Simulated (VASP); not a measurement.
# Ir in VASP: a series of runs

Ir is run at these levels: PBEsol; tasks: single point.

All numbers are computed with VASP 6.6.1; they aren't measurements. Logs are shortened: lines on timing, memory, paths and dates and some standing lists are left out, and cuts for length are marked.

### Step 1. The cell of the first run

The structure is cubic, space group Fm-3m (No. 225). Conventional cell: a = 3.830 Å, b = 3.830 Å, c = 3.830 Å, α = 90.00°, β = 90.00°, γ = 90.00°. Ir (site symmetry m-3m) has 12 Ir at 2.71 Å within 3.6 Å.

### Step 2. Single point, PBEsol

File INCAR:

```
ALGO = Fast
EDIFF = 1E-6
ENCUT = 520
GGA = PS
ISIF = 2
ISMEAR = 0
LASPH = T
LCHARG = T
LELF = T
LREAL = F
LVHAR = T
LWAVE = F
NBANDS = 10
NELM = 80
PREC = Accurate
SIGMA = 0.1
```

File KPOINTS:

```
k-points
0
Gamma
  18 18 18
```

File POSCAR:

```
Ir
1.0
    0.0000000000      1.9151152075      1.9151152075
    1.9151152075      0.0000000000      1.9151152075
    1.9151152075      1.9151152075      0.0000000000
Ir
1
Direct
    0.0000000000      0.0000000000      0.0000000000
```

Potentials or basis: VASP PAW PBE potentials, release 64 (Ir).

Started as:

```console
$ cat potpaw_PBE.64/Ir/POTCAR > POTCAR
$ mpirun -np 1 vasp_std > vasp.out
```

OUTCAR:

```text
EDIFF = 1E-6
   ENCUT = 520
   GGA = PS
   ISIF = 2
   ISMEAR = 0
   LASPH = T
   LREAL = F
   NELM = 80
   PREC = Accurate

 ion  position               nearest neighbor table
   1  0.000  0.000  0.000-

  LATTYP: Found a face centered cubic cell.
 ALAT       =     3.8302304150

  Lattice vectors:

 A1 = (   0.0000000000,   1.9151152075,   1.9151152075)
 A2 = (   1.9151152075,   0.0000000000,   1.9151152075)
 A3 = (   1.9151152075,   1.9151152075,   0.0000000000)

Analysis of symmetry for initial positions (statically):
=====================================================================
 Subroutine PRICEL returns:
 Original cell was already a primitive cell.

 Routine SETGRP: Setting up the symmetry group for a
 face centered cubic supercell.

 Subroutine GETGRP returns: Found 48 space group operations
 (whereof 48 operations were pure point group operations)
 out of a pool of 48 trial point group operations.

The static configuration has the point symmetry O_h .

Analysis of symmetry for dynamics (positions and initial velocities):
=====================================================================
 Subroutine PRICEL returns:
 Original cell was already a primitive cell.

 Routine SETGRP: Setting up the symmetry group for a
 face centered cubic supercell.

 Subroutine GETGRP returns: Found 48 space group operations
 (whereof 48 operations were pure point group operations)
 out of a pool of 48 trial point group operations.

The dynamic configuration has the point symmetry O_h .

 Subroutine INISYM returns: Found 48 space group operations
 (whereof 48 operations are pure point group operations),
 and found     1 'primitive' translations

----------------------------------------------------------------------------------------

                                     Primitive cell

  volume of cell :      14.0480

  direct lattice vectors                    reciprocal lattice vectors
     0.000000000  1.915115207  1.915115207    -0.261080899  0.261080899  0.261080899
     1.915115207  0.000000000  1.915115207     0.261080899 -0.261080899  0.261080899
     1.915115207  1.915115207  0.000000000     0.261080899  0.261080899 -0.261080899

  length of vectors
     2.708381900  2.708381900  2.708381900     0.452205382  0.452205382  0.452205382

  position of ions in fractional coordinates (direct lattice)
     0.000000000  0.000000000  0.000000000

  ion indices of the primitive-cell ions
   primitive index   ion index
[... 73 lines left out ...]
   EDIFF  = 0.1E-05   stopping-criterion for ELM
   LREAL  =      F    real-space projection
   EDIFFG = 0.1E-04   stopping-criterion for IOM
   NSW    =      0    number of steps for IOM
   IBRION =     -1    ionic relax: 0-MD 1-quasi-New 2-CG
   NFREE  =      0    steps in history (QN), initial steepest desc. (CG)
   ISIF   =      2    stress and relaxation
   ISYM   =      2    0-nonsym 1-usesym 2-fastsym
   POTIM  = 0.5000    time-step for ionic-motion
   TEBEG  =    0.0;   TEEND  =   0.0 temperature during run
   PSTRESS=    0.0 pullay stress
   NELECT =       9.0000    total number of electrons
   NUPDOWN=      -1.0000    fix difference up-down
   EMIN   =  10.00;   EMAX   =-10.00  energy-range for DOS
   EFERMI =   0.00;   METHOD = LEGACY
   ISMEAR =     0;   SIGMA  =   0.10  broadening in eV -4-tet -1-fermi 0-gaus
   EFERMI_NEDOS =   21; number of points for ismear=-14 and -15
   IALGO  =     68    algorithm
   IMIX   =      4    mixing-type and parameters
     AMIX     =   0.40;   BMIX     =  1.00
     AMIX_MAG =   1.60;   BMIX_MAG =  1.00
  volume/ion in A,a.u.               =      14.05        94.80
  Fermi-wavevector in a.u.,A,eV,Ry     =   1.411294  2.666959 27.099406  1.991750
  Thomas-Fermi vector in A             =   2.533160
   LORBIT       =      0    0 simple, 1 ext, 2 COOP (PROOUT), +10 PAW based schemes
   GGA     = PS    functional components
   LHFCALC =     F    Hartree Fock is set to
   AEXX    =    0.0000 exact exchange contribution
   IVDW    =     0    specifies the selected vdW correction
   LEPSILON=     F    determine dielectric tensor
   LRPA    =     F    only Hartree local field effects (RPA)
 non-spin polarized calculation
 RMM-DIIS sequential band-by-band and
 Gauss-broadening in eV      SIGMA  =   0.10
  energy-cutoff  :      520.00
  volume of cell :       14.05
 maximum number of plane-waves:       388
   NGX =  9   NGY =  9   NGZ =  9

 number of electron       9.0000000 magnetization

 Free energy of the ion-electron system (eV)
  ---------------------------------------------------
  ext. energy  EPLUGINS =         0.00000000
  ---------------------------------------------------
  free energy    TOTEN  =        -9.82326631 eV

  energy without entropy =       -9.81824171  energy(sigma->0) =       -9.82075401

 E-fermi :  10.4076     XC(G=0): -14.1428

 val. band max:       10.4004614624   @ k =   0.5000   0.2222   0.1111
 cond. band min:      10.4172464602   @ k =   0.3333   0.1111   0.0556
 fundamental gap:      0.0167849978
 Fermi energy:        10.4076013085

 k-point     1 :       0.0000    0.0000    0.0000
  band No.  band energies     occupation
      1      -0.8982      2.00000
      2       6.4244      2.00000
      3       6.4244      2.00000
      4       6.4244      2.00000
      5       9.1710      2.00000
      6       9.1710      2.00000
      7      24.6731      0.00000
      8      30.2892      0.00000
      9      30.2892      0.00000
     10      30.2892      0.00000
[... 287 lines left out ...]
 k-point    24 :      -0.2222    0.0556    0.0000
  band No.  band energies     occupation
      1       1.3349      2.00000
      2       5.7441      2.00000
      3       6.8893      2.00000
      4       6.9831      2.00000
      5       8.8698      2.00000
      6       9.7436      2.00000
      7      24.5300      0.00000
      8      27.3618      0.00000
      9      32.4818      0.00000
     10      33.7060      0.00000

 [... further k-points ...]
[... 5 lines left out ...]
  --------------------------------------------------------------------------------------
  -------------------------------------------------------------------------------------
  Total        0.0757553      0.0757553      0.0757553      0.0000000      0.0000000      0.0000000
  in kB        8.6399091      8.6399091      8.6399091      0.0000000      0.0000000      0.0000000
  external PRESSURE =       8.6399091 kB  Pullay stress =       0.0000000 kB

 VOLUME and BASIS-vectors are now :
 -----------------------------------------------------------------------------
  energy-cutoff  :      520.00
  volume of cell :       14.05
      direct lattice vectors                 reciprocal lattice vectors
     0.000000000  1.915115207  1.915115207    -0.261080899  0.261080899  0.261080899
     1.915115207  0.000000000  1.915115207     0.261080899 -0.261080899  0.261080899
     1.915115207  1.915115207  0.000000000     0.261080899  0.261080899 -0.261080899

 POSITION                                       TOTAL-FORCE (eV/Angst)
 -----------------------------------------------------------------------------------
      0.00000      0.00000      0.00000         0.000000      0.000000      0.000000
 -----------------------------------------------------------------------------------
    total drift:                               -0.000000      0.000000      0.000000

  FREE ENERGIE OF THE ION-ELECTRON SYSTEM (eV)
  ---------------------------------------------------
  free  energy   TOTEN  =        -9.8232663072 eV

  energy  without entropy=       -9.8182417121  energy(sigma->0) =       -9.82075401
```

OSZICAR:

```text
N       E                     dE             d eps       ncg     rms          rms(c)
DAV:   1     0.467917005046E+02    0.46792E+02   -0.43740E+03  3924   0.818E+02
DAV:   2    -0.954725360832E+01   -0.56339E+02   -0.53190E+02  3998   0.196E+02
DAV:   3    -0.104451030504E+02   -0.89785E+00   -0.89385E+00  4568   0.300E+01
DAV:   4    -0.104530277121E+02   -0.79247E-02   -0.79233E-02  4428   0.260E+00
DAV:   5    -0.104531813796E+02   -0.15367E-03   -0.15366E-03  4502   0.350E-01    0.161E+01
RMM:   6    -0.992259304144E+01    0.53059E+00   -0.43441E-01  4046   0.811E+00    0.619E+00
RMM:   7    -0.982828435341E+01    0.94309E-01   -0.18741E-01  4135   0.387E+00    0.153E+00
RMM:   8    -0.982797569245E+01    0.30866E-03   -0.20753E-02  4792   0.179E+00    0.133E+00
RMM:   9    -0.982576587818E+01    0.22098E-02   -0.46549E-03  4893   0.592E-01    0.616E-01
RMM:  10    -0.982322276133E+01    0.25431E-02   -0.37482E-03  4134   0.918E-01    0.284E-01
RMM:  11    -0.982331367349E+01   -0.90912E-04   -0.26963E-04  4566   0.138E-01    0.227E-01
RMM:  12    -0.982333508552E+01   -0.21412E-04   -0.70985E-05  5082   0.618E-02    0.247E-01
RMM:  13    -0.982329411102E+01    0.40974E-04   -0.27662E-05  4280   0.580E-02    0.155E-01
RMM:  14    -0.982326606517E+01    0.28046E-04   -0.71066E-05  5181   0.888E-02    0.225E-02
RMM:  15    -0.982326601740E+01    0.47768E-07   -0.15678E-05  4850   0.357E-02    0.212E-02
RMM:  16    -0.982326630719E+01   -0.28978E-06   -0.22742E-06  3235   0.159E-02
   1 F= -.98232663E+01 E0= -.98207540E+01  d E =-.502460E-02
```

stdout:

```text
POSCAR found type information on POSCAR Ir
 POSCAR found :  1 types and       1 ions
 scaLAPACK will be used
 -----------------------------------------------------------------------------
|                                                                             |
|                                                                             |
|     You enforced a specific xc type in the INCAR file but a different       |
|     I HOPE YOU KNOW WHAT YOU ARE DOING!                                     |
|                                                                             |
 -----------------------------------------------------------------------------

 LDA part: xc-table for (Slater+PW92), standard interpolation
 POSCAR, INCAR and KPOINTS ok, starting setup
 FFT: planning ... GRIDC
 FFT: planning ... GRID_SOFT
 FFT: planning ... GRID
 WAVECAR not read
 entering main loop
```

Wall time 20 s (1 thread of AMD EPYC 9R14 (Zen 4), shared host); peak memory 0.12 GiB.

What came out:

- Free energy: -9.8233 eV
- Pressure: 0.9 GPa

Caveat: the PAW data sets were made with another functional, which shifts forces and pressure a little; spin-orbit coupling is left out, which moves the levels of the heavy elements.

### Step 3. Single point, PBEsol (strained)

File INCAR:

```
ALGO = Normal
EDIFF = 1E-6
ENCUT = 520
GGA = PS
ISIF = 2
ISMEAR = 0
LASPH = True
LCHARG = True
LELF = True
LREAL = False
LVHAR = True
LWAVE = False
NBANDS = 10
NELM = 80
PREC = Accurate
SIGMA = 0.1
```

File KPOINTS:

```
k-points
0
Gamma
  16 16 16
```

File POSCAR:

```
Ir
1.0
    0.0000000000      1.9762543620      1.9762543620
    1.9474588620      0.0000000000      1.9762543620
    1.9474588620      1.9762543620      0.0000000000
Ir
1
Direct
    0.0000000000      0.0000000000      0.0000000000
```

Potentials or basis: VASP PAW PBE potentials, release 64 (Ir).

Started as:

```console
$ cat potpaw_PBE.64/Ir/POTCAR > POTCAR
$ mpirun -np 1 vasp_std > vasp.out
```

OUTCAR:

```text
EDIFF = 1E-6
   ENCUT = 520
   GGA = PS
   ISIF = 2
   ISMEAR = 0
   LASPH = True
   LREAL = False
   NELM = 80
   PREC = Accurate

 ion  position               nearest neighbor table
   1  0.000  0.000  0.000-

  LATTYP: Found a body centered tetragonal cell.
 ALAT       =     2.7948457214
 C/A-ratio  =     1.3936074160

  Lattice vectors:

 A1 = (  -1.9474588620,   0.0000000000,  -1.9762543620)
 A2 = (  -1.9474588620,   0.0000000000,   1.9762543620)
 A3 = (   1.9474588620,   1.9762543620,   0.0000000000)

Analysis of symmetry for initial positions (statically):
=====================================================================
 Subroutine PRICEL returns:
 Original cell was already a primitive cell.

 Routine SETGRP: Setting up the symmetry group for a
 body centered tetragonal supercell.

 Subroutine GETGRP returns: Found 16 space group operations
 (whereof 16 operations were pure point group operations)
 out of a pool of 16 trial point group operations.

The static configuration has the point symmetry D_4h.

Analysis of symmetry for dynamics (positions and initial velocities):
=====================================================================
 Subroutine PRICEL returns:
 Original cell was already a primitive cell.

 Routine SETGRP: Setting up the symmetry group for a
 body centered tetragonal supercell.

 Subroutine GETGRP returns: Found 16 space group operations
 (whereof 16 operations were pure point group operations)
 out of a pool of 16 trial point group operations.

The dynamic configuration has the point symmetry D_4h.

 Subroutine INISYM returns: Found 16 space group operations
 (whereof 16 operations are pure point group operations),
 and found     1 'primitive' translations

----------------------------------------------------------------------------------------

                                     Primitive cell
[... 106 lines left out ...]
   IALGO  =     38    algorithm
   IMIX   =      4    mixing-type and parameters
     AMIX     =   0.40;   BMIX     =  1.00
     AMIX_MAG =   1.60;   BMIX_MAG =  1.00
  volume/ion in A,a.u.               =      15.21       102.66
  Fermi-wavevector in a.u.,A,eV,Ry     =   1.374340  2.597127 25.698845  1.888812
  Thomas-Fermi vector in A             =   2.499776
   LORBIT       =      0    0 simple, 1 ext, 2 COOP (PROOUT), +10 PAW based schemes
   GGA     = PS    functional components
   LHFCALC =     F    Hartree Fock is set to
   AEXX    =    0.0000 exact exchange contribution
   IVDW    =     0    specifies the selected vdW correction
   LEPSILON=     F    determine dielectric tensor
   LRPA    =     F    only Hartree local field effects (RPA)
 non-spin polarized calculation
 Gauss-broadening in eV      SIGMA  =   0.10
  energy-cutoff  :      520.00
  volume of cell :       15.21
 maximum number of plane-waves:       427
 NGX is ok and might be reduce to    24
   NGX = 11   NGY = 11   NGZ = 11

 number of electron       9.0000000 magnetization

 Free energy of the ion-electron system (eV)
  ---------------------------------------------------
  ext. energy  EPLUGINS =         0.00000000
  ---------------------------------------------------
  free energy    TOTEN  =        -9.71921362 eV

  energy without entropy =       -9.71214901  energy(sigma->0) =       -9.71568132

 E-fermi :   9.0209     XC(G=0): -13.6778

 val. band max:        9.0187045500   @ k =  -0.3750   0.1875  -0.0000
 cond. band min:       9.0228277946   @ k =  -0.1250   0.1875   0.1875
 fundamental gap:      0.0041232446
 Fermi energy:         9.0208527814

 k-point     1 :       0.0000    0.0000    0.0000
  band No.  band energies     occupation
      1      -1.3936      2.00000
      2       5.4827      2.00000
      3       5.4827      2.00000
      4       5.6551      2.00000
      5       7.8450      2.00000
      6       8.0707      2.00000
      7      23.4671      0.00000
      8      28.4726      0.00000
      9      28.4726      0.00000
     10      28.8912      0.00000
[... 287 lines left out ...]
 k-point    24 :      -0.0625    0.0625    0.0000
  band No.  band energies     occupation
      1      -0.9674      2.00000
      2       5.3160      2.00000
      3       5.6964      2.00000
      4       5.7471      2.00000
      5       7.7430      2.00000
      6       7.9778      2.00000
      7      24.1584      0.00000
      8      26.9262      0.00000
      9      28.5795      0.00000
     10      29.6294      0.00000

 [... further k-points ...]
[... 5 lines left out ...]
  --------------------------------------------------------------------------------------
  -------------------------------------------------------------------------------------
  Total       -2.0300250     -2.4509798     -2.4509798      0.0000000      0.0000000     -0.0000000
  in kB     -213.8099950   -258.1465564   -258.1465564      0.0000000      0.0000000     -0.0000000
  external PRESSURE =    -243.3677026 kB  Pullay stress =       0.0000000 kB

 VOLUME and BASIS-vectors are now :
 -----------------------------------------------------------------------------
  energy-cutoff  :      520.00
  volume of cell :       15.21
      direct lattice vectors                 reciprocal lattice vectors
     0.000000000  1.976254362  1.976254362    -0.256744833  0.253003869  0.253003869
     1.947458862  0.000000000  1.976254362     0.256744833 -0.253003869  0.253003869
     1.947458862  1.976254362  0.000000000     0.256744833  0.253003869 -0.253003869

 POSITION                                       TOTAL-FORCE (eV/Angst)
 -----------------------------------------------------------------------------------
      0.00000      0.00000      0.00000         0.000000      0.000000      0.000000
 -----------------------------------------------------------------------------------
    total drift:                               -0.000000     -0.000000     -0.000000

  FREE ENERGIE OF THE ION-ELECTRON SYSTEM (eV)
  ---------------------------------------------------
  free  energy   TOTEN  =        -9.7192136161 eV

  energy  without entropy=       -9.7121490149  energy(sigma->0) =       -9.71568132
```

stdout:

```text
POSCAR found type information on POSCAR Ir
 POSCAR found :  1 types and       1 ions
 scaLAPACK will be used
 -----------------------------------------------------------------------------
|                                                                             |
|                                                                             |
|     You enforced a specific xc type in the INCAR file but a different       |
|     I HOPE YOU KNOW WHAT YOU ARE DOING!                                     |
|                                                                             |
 -----------------------------------------------------------------------------

 LDA part: xc-table for (Slater+PW92), standard interpolation
 POSCAR, INCAR and KPOINTS ok, starting setup
 FFT: planning ... GRIDC
 FFT: planning ... GRID_SOFT
 FFT: planning ... GRID
 WAVECAR not read
 entering main loop
```

Wall time 22 s (1 thread of Intel Xeon 6975P-C, shared host); peak memory 0.19 GiB.

What came out:

| Quantity | Value |
| --- | --- |
| Free energy | -9.7192 eV |
| Pressure | -24.3 GPa |

Levels at points of the mesh, in eV from the Fermi level:
```csv
k point,band 1,band 2,band 3,band 4,band 5,band 6,band 7,band 8,band 9
"(0.00, 0.00, 0.00)",-10.41,-3.54,-3.54,-3.37,-1.18,-0.95,14.45,19.45,19.45
"(0.50, 0.00, 0.00)",-7.39,-3.65,-3.46,-0.61,0.74,0.84,6.53,13.95,18.99
"(0.50, 0.50, 0.00)",-7.13,-6.59,0.78,1.20,1.37,1.58,9.39,11.35,11.48
"(0.00, 0.50, 0.50)",-7.11,-6.61,0.76,1.31,1.31,1.87,9.76,11.15,11.15
```

Caveat: the cell differs from its parent crystal (strained); the PAW data sets were made with another functional, which shifts forces and pressure a little; spin-orbit coupling is left out, which moves the levels of the heavy elements.
